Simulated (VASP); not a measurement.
# ZnSe (P4/nmm) in VASP: a series of runs

ZnSe is run at these levels: r2SCAN; tasks: single point.

All numbers are computed with VASP 6.6.1; they aren't measurements. Logs are shortened: lines on timing, memory, paths and dates and some standing lists are left out, and cuts for length are marked.

**1. The cell of the first run**

Symmetry: P4/nmm, No. 129, tetragonal system. The conventional cell has a = 4.108 Å, b = 4.108 Å, c = 6.070 Å, α = 90.00°, β = 90.00°, γ = 90.00°. Zn (site symmetry -4m2) has 4 Se at 2.54 Å and 4 Zn at 2.90 Å within 3.4 Å. Within 3.4 Å of Se (site symmetry 4mm) lie 4 Zn at 2.54 Å.

**2. Single point, r2SCAN**

Contents of POSCAR:

```
ZnSe
1.0
    4.1077020000      0.0000000000      0.0000000000
    0.0000000000      4.1077020000      0.0000000000
    0.0000000000      0.0000000000      6.0703500000
Zn Se
2 2
Direct
    0.0000000000      0.0000000000      0.0000000000
    0.5000000000      0.5000000000      0.0000000000
    0.0000000000      0.5000000000      0.2462800000
    0.5000000000      0.0000000000      0.7537200000
```

Contents of INCAR.step1:

```
SYSTEM = ZnSe
PREC = Accurate
ENCUT = 520
ISMEAR = 0
SIGMA = 0.01
LREAL = .False.
LASPH = .True.
NELM = 80
NBANDS = 26
GGA = PE
ALGO = Normal
EDIFF = 1E-4
LWAVE = .True.
LCHARG = .False.
```

Contents of INCAR.step2:

```
SYSTEM = ZnSe
PREC = Accurate
ENCUT = 520
EDIFF = 1E-6
ISMEAR = 0
SIGMA = 0.01
LREAL = .False.
LASPH = .True.
NELM = 80
ALGO = Normal
ISIF = 2
LWAVE = .False.
LCHARG = .False.
METAGGA = R2SCAN
LMIXTAU = .True.
NBANDS = 26
ISTART = 1
```

Contents of KPOINTS:

```
Automatic mesh
0
Gamma
  4 4 3
  0 0 0
```

Potentials or basis: VASP PAW PBE potentials, release 64 (Zn, Se).

Launch:

```sh
$ cat potpaw_PBE.64/Zn/POTCAR potpaw_PBE.64/Se/POTCAR > POTCAR
$ cp INCAR.step1 INCAR
$ mpirun -np 1 vasp_std > vasp.out
$ cp INCAR.step2 INCAR
$ mpirun -np 1 vasp_std > vasp.out
```

OUTCAR:

```text
SYSTEM = ZnSe
   PREC = Accurate
   ENCUT = 520
   EDIFF = 1E-6
   ISMEAR = 0
   LREAL = .False.
   LASPH = .True.
   NELM = 80
   ISIF = 2
   METAGGA = R2SCAN
   ISTART = 1

 ion  position               nearest neighbor table
   1  0.000  0.000  0.000-   3 2.54   4 2.54   3 2.54   4 2.54   2 2.90   2 2.90   2 2.90   2 2.90

   2  0.500  0.500  0.000-   3 2.54   4 2.54   4 2.54   3 2.54   1 2.90   1 2.90   1 2.90   1 2.90

   3  0.000  0.500  0.246-   1 2.54   2 2.54   1 2.54   2 2.54
   4  0.500  0.000  0.754-   1 2.54   2 2.54   2 2.54   1 2.54

  LATTYP: Found a simple tetragonal cell.
 ALAT       =     4.1077020000
 C/A-ratio  =     1.4777970749

  Lattice vectors:

 A1 = (   4.1077020000,   0.0000000000,   0.0000000000)
 A2 = (   0.0000000000,   4.1077020000,   0.0000000000)
 A3 = (   0.0000000000,   0.0000000000,   6.0703500000)

Analysis of symmetry for initial positions (statically):
=====================================================================
 Subroutine PRICEL returns:
 Original cell was already a primitive cell.

 Routine SETGRP: Setting up the symmetry group for a
 simple tetragonal supercell.

 Subroutine GETGRP returns: Found 16 space group operations
 (whereof  8 operations were pure point group operations)
 out of a pool of 16 trial point group operations.

The static configuration has the point symmetry D_2d.
 The point group associated with its full space group is D_4h.

Analysis of symmetry for dynamics (positions and initial velocities):
=====================================================================
 Subroutine PRICEL returns:
 Original cell was already a primitive cell.

 Routine SETGRP: Setting up the symmetry group for a
 simple tetragonal supercell.

 Subroutine GETGRP returns: Found 16 space group operations
 (whereof  8 operations were pure point group operations)
 out of a pool of 16 trial point group operations.

The dynamic configuration has the point symmetry D_2d.
 The point group associated with its full space group is D_4h.

 Subroutine INISYM returns: Found 16 space group operations
 (whereof  8 operations are pure point group operations),
 and found     1 'primitive' translations

----------------------------------------------------------------------------------------

                                     Primitive cell

  volume of cell :     102.4263

  direct lattice vectors                    reciprocal lattice vectors
     4.107702000  0.000000000  0.000000000     0.243445118  0.000000000  0.000000000
     0.000000000  4.107702000  0.000000000     0.000000000  0.243445118  0.000000000
     0.000000000  0.000000000  6.070350000     0.000000000  0.000000000  0.164735147

  length of vectors
     4.107702000  4.107702000  6.070350000     0.243445118  0.243445118  0.164735147

  position of ions in fractional coordinates (direct lattice)
     0.000000000  0.000000000  0.000000000
     0.500000000  0.500000000  0.000000000
     0.000000000  0.500000000  0.246280000
     0.500000000  0.000000000  0.753720000

  ion indices of the primitive-cell ions
   primitive index   ion index
                 1           1
                 2           2
                 3           3
                 4           4

----------------------------------------------------------------------------------------

 KPOINTS: Automatic mesh

Automatic generation of k-mesh.
 Grid dimensions read from file:
 generate k-points for:    4    4    3

 Generating k-lattice:

  Cartesian coordinates                     Fractional coordinates (reciprocal lattice)
     0.060861280  0.000000000  0.000000000     0.250000000  0.000000000  0.000000000
     0.000000000  0.060861280  0.000000000     0.000000000  0.250000000  0.000000000
     0.000000000  0.000000000  0.054911716     0.000000000  0.000000000  0.333333333

  Length of vectors
     0.060861280  0.060861280  0.054911716

  Shift w.r.t. Gamma in fractional coordinates (k-lattice)
     0.000000000  0.000000000  0.000000000

 Subroutine IBZKPT returns following result:
 ===========================================

 Found     12 irreducible k-points:

 Following reciprocal coordinates:
            Coordinates               Weight
  0.000000  0.000000  0.000000      1.000000
  0.250000  0.000000  0.000000      4.000000
  0.500000  0.000000  0.000000      2.000000
  0.250000  0.250000  0.000000      4.000000
  0.500000  0.250000  0.000000      4.000000
  0.500000  0.500000  0.000000      1.000000
  0.000000  0.000000  0.333333      2.000000
  0.250000  0.000000  0.333333      8.000000
  0.500000  0.000000  0.333333      4.000000
  0.250000  0.250000  0.333333      8.000000
  0.500000  0.250000  0.333333      8.000000
  0.500000  0.500000  0.333333      2.000000
   k-points           NKPTS =     12   k-points in BZ     NKDIM =     12   number of bands    NBANDS=     26
   number of dos      NEDOS =    301   number of ions     NIONS =      4
   total plane-waves  NPLWV =  49152
   dimension x,y,z NGX =    32 NGY =   32 NGZ =   48
   dimension x,y,z NGXF=    64 NGYF=   64 NGZF=   96
   ions per type =               2   2
   NGX,Y,Z   is equivalent  to a cutoff of  12.95, 12.95, 13.15 a.u.
   NGXF,Y,Z  is equivalent  to a cutoff of  25.90, 25.90, 26.29 a.u.
 SYSTEM =  ZnSe
   PREC   = accura    normal or accurate (medium, high low for compatibility)
   ISTART =      1    job   : 0-new  1-cont  2-samecut
   ICHARG =      0    charge: 1-file 2-atom 10-const
   ISPIN  =      1    spin polarized calculation?
   LNONCOLLINEAR =      F non collinear calculations
   LSORBIT =      F    spin-orbit coupling
   LASPH  =      T    aspherical Exc in radial PAW
   ENCUT  =  520.0 eV  38.22 Ry    6.18 a.u.   7.64  7.64 11.29*2*pi/ulx,y,z
   NELM   =     80;   NELMIN=  2; NELMDL=  0     # of ELM steps
   EDIFF  = 0.1E-05   stopping-criterion for ELM
   LREAL  =      F    real-space projection
   EDIFFG = 0.1E-04   stopping-criterion for IOM
   NSW    =      0    number of steps for IOM
   IBRION =     -1    ionic relax: 0-MD 1-quasi-New 2-CG
   NFREE  =      0    steps in history (QN), initial steepest desc. (CG)
   ISIF   =      2    stress and relaxation
   ISYM   =      2    0-nonsym 1-usesym 2-fastsym
   POTIM  = 0.5000    time-step for ionic-motion
   TEBEG  =    0.0;   TEEND  =   0.0 temperature during run
   PSTRESS=    0.0 pullay stress
   NELECT =      36.0000    total number of electrons
   NUPDOWN=      -1.0000    fix difference up-down
   EMIN   =  10.00;   EMAX   =-10.00  energy-range for DOS
   EFERMI =   0.00;   METHOD = LEGACY
   ISMEAR =     0;   SIGMA  =   0.01  broadening in eV -4-tet -1-fermi 0-gaus
   EFERMI_NEDOS =   21; number of points for ismear=-14 and -15
   IALGO  =     38    algorithm
   IMIX   =      4    mixing-type and parameters
     AMIX     =   0.40;   BMIX     =  1.00
     AMIX_MAG =   1.60;   BMIX_MAG =  1.00
  volume/ion in A,a.u.               =      25.61       172.80
  Fermi-wavevector in a.u.,A,eV,Ry     =   1.155328  2.183253 18.160809  1.334782
  Thomas-Fermi vector in A             =   2.291957
   LORBIT       =      0    0 simple, 1 ext, 2 COOP (PROOUT), +10 PAW based schemes
   METAGGA = R2SCAN    functional components
   LHFCALC =     F    Hartree Fock is set to
   AEXX    =    0.0000 exact exchange contribution
   IVDW    =     0    specifies the selected vdW correction
   LEPSILON=     F    determine dielectric tensor
   LRPA    =     F    only Hartree local field effects (RPA)
 non-spin polarized calculation
 Gauss-broadening in eV      SIGMA  =   0.01
  energy-cutoff  :      520.00
  volume of cell :      102.43
 maximum number of plane-waves:      2775
 NGX is ok and might be reduce to    32
   NGX = 15   NGY = 15   NGZ = 23

 number of electron      35.9999984 magnetization

 Free energy of the ion-electron system (eV)
  ---------------------------------------------------
  ext. energy  EPLUGINS =         0.00000000
  ---------------------------------------------------
  free energy    TOTEN  =       -48.98751413 eV

  energy without entropy =      -48.98751413  energy(sigma->0) =      -48.98751413

 E-fermi :   0.4025     XC(G=0):  -9.2020

 val. band max:        0.3226635968   @ k =   0.0000   0.0000   0.0000
 cond. band min:       2.7313950640   @ k =   0.0000   0.0000   0.0000
 fundamental gap:      2.4087314672
 Fermi energy:         0.4024931667

 k-point     1 :       0.0000    0.0000    0.0000
  band No.  band energies     occupation
      1     -13.0067      2.00000
      2     -12.0529      2.00000
      3      -6.5607      2.00000
      4      -6.5453      2.00000
      5      -6.4949      2.00000
      6      -6.4949      2.00000
[... 18 lines left out ...]
     25      10.9832      0.00000
     26      11.5487      0.00000

 k-point     2 :       0.2500    0.0000    0.0000
  band No.  band energies     occupation
      1     -12.7640      2.00000
      2     -12.0637      2.00000
      3      -6.5227      2.00000
      4      -6.4455      2.00000
      5      -6.4003      2.00000
      6      -6.3850      2.00000
[... 18 lines left out ...]
     25       8.7566      0.00000
     26       8.9732      0.00000

 k-point     3 :       0.5000    0.0000    0.0000
  band No.  band energies     occupation
      1     -12.2912      2.00000
      2     -12.2912      2.00000
      3      -6.3541      2.00000
      4      -6.3541      2.00000
      5      -6.2492      2.00000
      6      -6.2492      2.00000
[... 18 lines left out ...]
     25       8.3103      0.00000
     26       8.3103      0.00000

 k-point     4 :       0.2500    0.2500    0.0000
  band No.  band energies     occupation
      1     -12.5498      2.00000
      2     -12.0356      2.00000
      3      -6.6220      2.00000
      4      -6.3648      2.00000
      5      -6.3509      2.00000
      6      -6.2989      2.00000
[... 18 lines left out ...]
     25       8.5867      0.00000
     26       9.8456      0.00000
[... 148 lines left out ...]
      1     -12.4930      2.00000
      2     -12.0948      2.00000
      3      -6.6258      2.00000
      4      -6.3599      2.00000
      5      -6.3391      2.00000
      6      -6.3034      2.00000
[... 18 lines left out ...]
     25       8.5133      0.00000
     26       9.5660      0.00000

 k-point    11 :       0.5000    0.2500    0.3333
  band No.  band energies     occupation
      1     -12.1594      2.00000
      2     -12.1594      2.00000
      3      -6.4988      2.00000
      4      -6.4988      2.00000
      5      -6.2466      2.00000
      6      -6.2466      2.00000
[... 18 lines left out ...]
     25       9.2282      0.00000
     26       9.2282      0.00000

 k-point    12 :       0.5000    0.5000    0.3333
  band No.  band energies     occupation
      1     -12.0249      2.00000
      2     -12.0249      2.00000
      3      -6.6100      2.00000
      4      -6.6100      2.00000
      5      -6.2089      2.00000
      6      -6.2089      2.00000
[... 18 lines left out ...]
     25       9.7079      0.00000
     26       9.7079      0.00000

------------------------ aborting loop because EDIFF is reached ----------------------------------------

  FORCE on cell =-STRESS in cart. coord.  units (eV):
  Direction    XX          YY          ZZ          XY          YZ          ZX
  --------------------------------------------------------------------------------------
  -------------------------------------------------------------------------------------
  Total       -1.0766818     -1.0766818     -1.3727864      0.0000000      0.0000000      0.0000000
  in kB      -16.8417164    -16.8417164    -21.4734568      0.0000000      0.0000000      0.0000000
  external PRESSURE =     -18.3856298 kB  Pullay stress =       0.0000000 kB

 VOLUME and BASIS-vectors are now :
 -----------------------------------------------------------------------------
  energy-cutoff  :      520.00
  volume of cell :      102.43
      direct lattice vectors                 reciprocal lattice vectors
     4.107702000  0.000000000  0.000000000     0.243445118  0.000000000  0.000000000
     0.000000000  4.107702000  0.000000000     0.000000000  0.243445118  0.000000000
     0.000000000  0.000000000  6.070350000     0.000000000  0.000000000  0.164735147

 POSITION                                       TOTAL-FORCE (eV/Angst)
 -----------------------------------------------------------------------------------
      0.00000      0.00000      0.00000         0.000000      0.000000      0.000000
      2.05385      2.05385      0.00000         0.000000     -0.000000      0.000000
      0.00000      2.05385      1.49501         0.000000      0.000000     -0.375141
      2.05385      0.00000      4.57534         0.000000      0.000000      0.375141
 -----------------------------------------------------------------------------------
    total drift:                                0.000000     -0.000000     -0.000000

  FREE ENERGIE OF THE ION-ELECTRON SYSTEM (eV)
  ---------------------------------------------------
  free  energy   TOTEN  =       -48.9875141294 eV

  energy  without entropy=      -48.9875141294  energy(sigma->0) =      -48.98751413
```

It took 2.2 min on 1 thread of Intel Xeon 8259CL, shared host; peak memory 0.23 GiB.

What came out:

```
Free energy            : -48.9875 eV
Pressure               : -1.8 GPa
Largest force          : 0.375 eV/Å
Band gap on the k mesh : 2.41 eV
```

Forces in eV/Å, atoms in the order of the input:
```
Zn   0.000  0.000  0.000
Zn   0.000  0.000  0.000
Se   0.000  0.000 -0.375
Se   0.000  0.000  0.375
```

Stress tensor (GPa, compression positive):
```
-1.68  0.00  0.00
 0.00 -1.68  0.00
 0.00  0.00 -2.15
```

Caveat: the PAW data sets were made with another functional, which shifts forces and pressure a little; an odd mesh through Γ misses points on the zone boundary, where band edges can lie.

(Continued in part 2 of 2.)
